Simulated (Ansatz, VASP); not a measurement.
## Os in VASP and in Ansatz

The input POSCAR:

```
Os
1.0
    2.7393806551      0.0000000000      0.0000000000
   -1.3696903275      2.3723732379      0.0000000000
    0.0000000000      0.0000000000      4.3138178725
Os
2
Direct
    0.3333333333      0.6666666667      0.2500000000
    0.6666666667      0.3333333333      0.7500000000
```

The input INCAR.step1:

```
  PREC = Accurate
  ENCUT = 520
  ISMEAR = -1
  SIGMA = 0.1
  LREAL = False
  LASPH = True
  NELM = 60
  NBANDS = 15
  GGA = PE
  ALGO = Normal
  EDIFF = 1E-4
  LWAVE = True
  LCHARG = False
```

INCAR.step2

```
  PREC = Accurate
  ENCUT = 520
  EDIFF = 1E-6
  ISMEAR = -1
  SIGMA = 0.1
  LREAL = False
  LASPH = True
  NELM = 60
  ALGO = Normal
  ISIF = 2
  LWAVE = False
  LCHARG = False
  METAGGA = R2SCAN
  LMIXTAU = True
  NBANDS = 15
  ISTART = 1
```

KPOINTS

```
regular mesh
0
Gamma
  2 2 1
```

Input for Ansatz:

```yaml
crystal:
  lattice:
    - [2.7393806551, 0.0, 0.0]
    - [-1.3696903275, 2.3723732379, 0.0]
    - [0.0, 0.0, 4.3138178725]
  atoms:
    - { symbol: Os, position: [0.3333333333, 0.6666666667, 0.25] }
    - { symbol: Os, position: [0.6666666667, 0.3333333333, 0.75] }
hamiltonian:
  xc: r2scan
  pseudopotentials:
    kind: paw
    azcp:
      Os: "pseudopotentials/Os.paw.azcp"
basis:
  ecutwfc: 500
  fft_grid_basis: typed
kpoints:
  mp_grid: { grid: [2, 2, 1], shift: [0, 0, 0] }
magnetization:
  spin_polarized: false
scf:
  occupations: { method: fermi_dirac, width: 0.1 }
  lower_state_search: "off"
output:
  stress: true
```

Alike in both runs: task single point; functional r2SCAN; k mesh 2 × 2 × 1; occupations fermi-dirac, width 0.1 eV; no spin polarisation.

|  | VASP | Ansatz |
| --- | --- | --- |
| version | VASP 6.6.1 | Ansatz 0.2.0 |
| potentials or method | VASP PAW PBE potentials, release 64 (Os), cutoff 520 eV | plane waves (500 eV) with PAW, scalar-relativistic |
| valence electrons in the cell | 16 | 32 |

VASP gave:

| Item | Value |
| --- | --- |
| pressure (GPa) | 8.2 |
| traceless stress, the component that is largest in VASP (GPa) | 44.59 |

**Question.** What did Ansatz give for the same quantities?

**Answer.** Pressure (GPa): 8.5; traceless stress, the component that is largest in VASP (GPa): 45.29.

VASP's potentials were made for PBE, not for r2SCAN. VASP's potentials hold 16 valence electrons a cell and Ansatz's 32, so a difference there can come from the potentials and not from the codes.

The k mesh is coarse, so the values compare programs but aren't converged. Spin-orbit coupling is off throughout.
